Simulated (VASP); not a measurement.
# CaB6 (Pm-3m) in VASP: notebook

The runs below take CaB6 through single point, with PBEsol.

Everything below comes from runs of VASP 6.6.1. Logs are shortened: lines on timing, memory, paths and dates and some standing lists are left out, and cuts for length are marked.

### Step 1. The cell of the first run

Symmetry: Pm-3m, No. 221, cubic system. The conventional cell has a = 4.145 Å, b = 4.145 Å, c = 4.145 Å, α = 90.00°, β = 90.00°, γ = 90.00°. Ca (site symmetry m-3m) has 24 B at 3.05 Å and 6 Ca at 4.14 Å within 4.2 Å. B (site symmetry 4mm) has 5 B at 1.67 to 1.75 Å within 2.2 Å.

### Step 2. Single point, PBEsol

Input file INCAR:

```
SYSTEM = CaB6
PREC = Accurate ; ENCUT = 520
EDIFF = 1E-6 ; ISMEAR = 0
SIGMA = 0.1 ; LREAL = .FALSE.
LASPH = .TRUE. ; NELM = 80
ALGO = Normal ; ISIF = 2
LWAVE = .FALSE. ; LCHARG = .FALSE.
GGA = PS ; NBANDS = 23
```

Input file KPOINTS:

```
Automatic mesh
0
G
  8 8 8
  0 0 0
```

Input file POSCAR:

```
CaB6
1.0
    4.1450000000      0.0000000000      0.0000000000
    0.0000000000      4.1450000000      0.0000000000
    0.0000000000      0.0000000000      4.1450000000
Ca B
1 6
Direct
    0.5000000000      0.5000000000      0.5000000000
    0.0000000000      0.0000000000      0.2981467270
    0.0000000000      0.0000000000      0.7018532730
    0.2981467270      0.0000000000      0.0000000000
    0.7018532730      0.0000000000      0.0000000000
    0.0000000000      0.2981467270      0.0000000000
    0.0000000000      0.7018532730      0.0000000000
```

Potentials or basis: VASP PAW PBE potentials, release 64 (Ca_sv, B).

The run is started by

```console
cat potpaw_PBE.64/Ca_sv/POTCAR potpaw_PBE.64/B/POTCAR > POTCAR
mpirun -np 1 vasp_std > vasp.out
```

OUTCAR:

```text
SYSTEM = CaB6
   PREC = Accurate
   ENCUT = 520
   EDIFF = 1E-6
   ISMEAR = 0
   LREAL = .FALSE.
   LASPH = .TRUE.
   NELM = 80
   ISIF = 2
   GGA = PS

 ion  position               nearest neighbor table
   1  0.500  0.500  0.500-
   2  0.000  0.000  0.298-   3 1.67   4 1.75   5 1.75   6 1.75   7 1.75
   3  0.000  0.000  0.702-   2 1.67   4 1.75   5 1.75   6 1.75   7 1.75
   4  0.298  0.000  0.000-   5 1.67   3 1.75   2 1.75   6 1.75   7 1.75
   5  0.702  0.000  0.000-   4 1.67   3 1.75   2 1.75   6 1.75   7 1.75
   6  0.000  0.298  0.000-   7 1.67   3 1.75   4 1.75   5 1.75   2 1.75
   7  0.000  0.702  0.000-   6 1.67   3 1.75   4 1.75   5 1.75   2 1.75

  LATTYP: Found a simple cubic cell.
 ALAT       =     4.1450000000

  Lattice vectors:

 A1 = (   4.1450000000,   0.0000000000,   0.0000000000)
 A2 = (   0.0000000000,   4.1450000000,   0.0000000000)
 A3 = (   0.0000000000,   0.0000000000,   4.1450000000)

Analysis of symmetry for initial positions (statically):
=====================================================================
 Subroutine PRICEL returns:
 Original cell was already a primitive cell.

 Routine SETGRP: Setting up the symmetry group for a
 simple cubic supercell.

 Subroutine GETGRP returns: Found 48 space group operations
 (whereof 48 operations were pure point group operations)
 out of a pool of 48 trial point group operations.

The static configuration has the point symmetry O_h .

Analysis of symmetry for dynamics (positions and initial velocities):
=====================================================================
 Subroutine PRICEL returns:
 Original cell was already a primitive cell.

 Routine SETGRP: Setting up the symmetry group for a
 simple cubic supercell.

 Subroutine GETGRP returns: Found 48 space group operations
 (whereof 48 operations were pure point group operations)
 out of a pool of 48 trial point group operations.

The dynamic configuration has the point symmetry O_h .

 Subroutine INISYM returns: Found 48 space group operations
 (whereof 48 operations are pure point group operations),
 and found     1 'primitive' translations

----------------------------------------------------------------------------------------

                                     Primitive cell

  volume of cell :      71.2153

  direct lattice vectors                    reciprocal lattice vectors
     4.145000000  0.000000000  0.000000000     0.241254524  0.000000000  0.000000000
     0.000000000  4.145000000  0.000000000     0.000000000  0.241254524  0.000000000
     0.000000000  0.000000000  4.145000000     0.000000000  0.000000000  0.241254524

  length of vectors
     4.145000000  4.145000000  4.145000000     0.241254524  0.241254524  0.241254524

  position of ions in fractional coordinates (direct lattice)
     0.500000000  0.500000000  0.500000000
     0.000000000  0.000000000  0.298146727
     0.000000000  0.000000000  0.701853273
     0.298146727  0.000000000  0.000000000
     0.701853273  0.000000000  0.000000000
     0.000000000  0.298146727  0.000000000
     0.000000000  0.701853273  0.000000000

  ion indices of the primitive-cell ions
   primitive index   ion index
                 1           1
                 2           2
                 3           3
                 4           4
                 5           5
                 6           6
                 7           7

----------------------------------------------------------------------------------------

 KPOINTS: Automatic mesh

Automatic generation of k-mesh.
 Grid dimensions read from file:
 generate k-points for:    8    8    8

 Generating k-lattice:

  Cartesian coordinates                     Fractional coordinates (reciprocal lattice)
     0.030156815  0.000000000  0.000000000     0.125000000  0.000000000  0.000000000
     0.000000000  0.030156815  0.000000000     0.000000000  0.125000000  0.000000000
     0.000000000  0.000000000  0.030156815     0.000000000  0.000000000  0.125000000

  Length of vectors
     0.030156815  0.030156815  0.030156815

  Shift w.r.t. Gamma in fractional coordinates (k-lattice)
     0.000000000  0.000000000  0.000000000

 Subroutine IBZKPT returns following result:
 ===========================================

 Found     35 irreducible k-points:

 Following reciprocal coordinates:
            Coordinates               Weight
  0.000000  0.000000  0.000000      1.000000
  0.125000  0.000000  0.000000      6.000000
  0.250000  0.000000  0.000000      6.000000
  0.375000  0.000000  0.000000      6.000000
  0.500000  0.000000  0.000000      3.000000
  0.125000  0.125000  0.000000     12.000000
[... 16 lines left out ...]
  0.375000  0.375000  0.125000     24.000000
  0.500000  0.375000  0.125000     24.000000
 [... further k-points ...]
   k-points           NKPTS =     35   k-points in BZ     NKDIM =     35   number of bands    NBANDS=     23
   number of dos      NEDOS =    301   number of ions     NIONS =      7
   total plane-waves  NPLWV =  32768
   dimension x,y,z NGX =    32 NGY =   32 NGZ =   32
   dimension x,y,z NGXF=    64 NGYF=   64 NGZF=   64
   ions per type =               1   6
   NGX,Y,Z   is equivalent  to a cutoff of  12.83, 12.83, 12.83 a.u.
   NGXF,Y,Z  is equivalent  to a cutoff of  25.67, 25.67, 25.67 a.u.
 SYSTEM =  CaB6
   PREC   = accura    normal or accurate (medium, high low for compatibility)
   ISTART =      0    job   : 0-new  1-cont  2-samecut
   ICHARG =      2    charge: 1-file 2-atom 10-const
   ISPIN  =      1    spin polarized calculation?
   LNONCOLLINEAR =      F non collinear calculations
   LSORBIT =      F    spin-orbit coupling
   LASPH  =      T    aspherical Exc in radial PAW
   ENCUT  =  520.0 eV  38.22 Ry    6.18 a.u.   7.71  7.71  7.71*2*pi/ulx,y,z
   NELM   =     80;   NELMIN=  2; NELMDL= -5     # of ELM steps
   EDIFF  = 0.1E-05   stopping-criterion for ELM
   LREAL  =      F    real-space projection
   EDIFFG = 0.1E-04   stopping-criterion for IOM
   NSW    =      0    number of steps for IOM
   IBRION =     -1    ionic relax: 0-MD 1-quasi-New 2-CG
   NFREE  =      0    steps in history (QN), initial steepest desc. (CG)
   ISIF   =      2    stress and relaxation
   ISYM   =      2    0-nonsym 1-usesym 2-fastsym
   POTIM  = 0.5000    time-step for ionic-motion
   TEBEG  =    0.0;   TEEND  =   0.0 temperature during run
   PSTRESS=    0.0 pullay stress
   NELECT =      28.0000    total number of electrons
   NUPDOWN=      -1.0000    fix difference up-down
   EMIN   =  10.00;   EMAX   =-10.00  energy-range for DOS
   EFERMI =   0.00;   METHOD = LEGACY
   ISMEAR =     0;   SIGMA  =   0.10  broadening in eV -4-tet -1-fermi 0-gaus
   EFERMI_NEDOS =   21; number of points for ismear=-14 and -15
   IALGO  =     38    algorithm
   IMIX   =      4    mixing-type and parameters
     AMIX     =   0.40;   BMIX     =  1.00
     AMIX_MAG =   1.60;   BMIX_MAG =  1.00
  volume/ion in A,a.u.               =      10.17        68.65
  Fermi-wavevector in a.u.,A,eV,Ry     =   1.199323  2.266393 19.570302  1.438377
  Thomas-Fermi vector in A             =   2.335189
   LORBIT       =      0    0 simple, 1 ext, 2 COOP (PROOUT), +10 PAW based schemes
   GGA     = PS    functional components
   LHFCALC =     F    Hartree Fock is set to
   AEXX    =    0.0000 exact exchange contribution
   IVDW    =     0    specifies the selected vdW correction
   LEPSILON=     F    determine dielectric tensor
   LRPA    =     F    only Hartree local field effects (RPA)
 non-spin polarized calculation
 Gauss-broadening in eV      SIGMA  =   0.10
  energy-cutoff  :      520.00
  volume of cell :       71.22
 maximum number of plane-waves:      1936
 NGX is ok and might be reduce to    32
   NGX = 15   NGY = 15   NGZ = 15

 number of electron      28.0000006 magnetization

 Free energy of the ion-electron system (eV)
  ---------------------------------------------------
  ext. energy  EPLUGINS =         0.00000000
  ---------------------------------------------------
  free energy    TOTEN  =       -47.10371403 eV

  energy without entropy =      -47.10240124  energy(sigma->0) =      -47.10305764

 E-fermi :   4.6148     XC(G=0): -10.7072

 val. band max:        4.5798992426   @ k =   0.3750   0.0000   0.0000
 cond. band min:       4.6469381569   @ k =   0.5000   0.0000   0.0000
 fundamental gap:      0.0670389143
 Fermi energy:         4.6148416569

 k-point     1 :       0.0000    0.0000    0.0000
  band No.  band energies     occupation
      1     -36.3264      2.00000
      2     -17.3932      2.00000
      3     -17.3932      2.00000
      4     -17.3932      2.00000
      5      -9.8613      2.00000
      6      -2.3260      2.00000
[... 15 lines left out ...]
     22       9.3493      0.00000
     23      10.3709      0.00000

 k-point     2 :       0.1250    0.0000    0.0000
  band No.  band energies     occupation
      1     -36.3261      2.00000
      2     -17.4022      2.00000
      3     -17.3921      2.00000
      4     -17.3921      2.00000
      5      -9.8102      2.00000
      6      -3.0767      2.00000
[... 15 lines left out ...]
     22       9.2087      0.00000
     23       9.8784      0.00000

 k-point     3 :       0.2500    0.0000    0.0000
  band No.  band energies     occupation
      1     -36.3252      2.00000
      2     -17.4242      2.00000
      3     -17.3896      2.00000
      4     -17.3896      2.00000
      5      -9.6784      2.00000
      6      -3.9850      2.00000
[... 15 lines left out ...]
     22       9.6407      0.00000
     23      10.0490      0.00000
[... 495 lines left out ...]
 k-point    23 :       0.3750    0.3750    0.1250
  band No.  band energies     occupation
      1     -36.3219      2.00000
      2     -17.4348      2.00000
      3     -17.4332      2.00000
      4     -17.3893      2.00000
      5      -9.2893      2.00000
      6      -4.1044      2.00000
[... 15 lines left out ...]
     22      11.4695      0.00000
     23      12.0045      0.00000

 k-point    24 :       0.5000    0.3750    0.1250
  band No.  band energies     occupation
      1     -36.3216      2.00000
      2     -17.4422      2.00000
      3     -17.4323      2.00000
      4     -17.3882      2.00000
      5      -9.2489      2.00000
      6      -4.2384      2.00000
[... 15 lines left out ...]
     22      11.3749      0.00000
     23      12.5016      0.00000

 [... further k-points ...]
[... 5 lines left out ...]
  --------------------------------------------------------------------------------------
  -------------------------------------------------------------------------------------
  Total       -0.7259723     -0.7259723     -0.7259723     -0.0000000      0.0000000     -0.0000000
  in kB      -16.3326633    -16.3326633    -16.3326633     -0.0000000      0.0000000     -0.0000000
  external PRESSURE =     -16.3326633 kB  Pullay stress =       0.0000000 kB

 VOLUME and BASIS-vectors are now :
 -----------------------------------------------------------------------------
  energy-cutoff  :      520.00
  volume of cell :       71.22
      direct lattice vectors                 reciprocal lattice vectors
     4.145000000  0.000000000  0.000000000     0.241254524  0.000000000  0.000000000
     0.000000000  4.145000000  0.000000000     0.000000000  0.241254524  0.000000000
     0.000000000  0.000000000  4.145000000     0.000000000  0.000000000  0.241254524

 POSITION                                       TOTAL-FORCE (eV/Angst)
 -----------------------------------------------------------------------------------
      2.07250      2.07250      2.07250         0.000000     -0.000000      0.000000
      0.00000      0.00000      1.23582         0.000000     -0.000000      0.035369
      0.00000      0.00000      2.90918         0.000000     -0.000000     -0.035369
      1.23582      0.00000      0.00000         0.035369     -0.000000      0.000000
      2.90918      0.00000      0.00000        -0.035369     -0.000000      0.000000
      0.00000      1.23582      0.00000         0.000000      0.035369      0.000000
      0.00000      2.90918      0.00000         0.000000     -0.035369      0.000000
 -----------------------------------------------------------------------------------
    total drift:                                0.000000      0.000000     -0.000000

  FREE ENERGIE OF THE ION-ELECTRON SYSTEM (eV)
  ---------------------------------------------------
  free  energy   TOTEN  =       -47.1037140267 eV

  energy  without entropy=      -47.1024012444  energy(sigma->0) =      -47.10305764
```

Wall time 21 s (1 thread of Intel Xeon 6975P-C (Granite Rapids), shared host); peak memory 0.2 GiB.

What came out:

| Item | Value |
| --- | --- |
| Free energy | -47.1037 eV |
| Pressure | -1.6 GPa |
| Largest force | 0.035 eV/Å |
| Band gap on the k mesh | 0.07 eV (least direct gap 0.11 eV) |

Forces on the atoms (eV/Å):
```
Ca   0.000  0.000  0.000
B    0.000  0.000  0.035
B    0.000  0.000 -0.035
B    0.035  0.000  0.000
B   -0.035  0.000  0.000
B    0.000  0.035  0.000
B    0.000 -0.035  0.000
```

Levels at points of the mesh, in eV from the valence-band top:
```csv
k point,band 12,band 13,band 14,band 15,band 16,band 17
"(0.00, 0.00, 0.00)",-0.33,-0.33,-0.33,2.82,2.82,2.82
"(0.50, 0.00, 0.00)",-2.39,-1.76,-0.15,0.07,3.19,3.19
"(0.50, 0.50, 0.00)",-2.71,-1.45,-1.45,3.02,3.02,4.05
"(0.50, 0.50, 0.50)",-1.07,-1.07,-1.07,4.13,4.78,4.78
```

Caveat: the PAW data sets were made with another functional, which shifts forces and pressure a little.

(Part 1 of 3 ends here.)
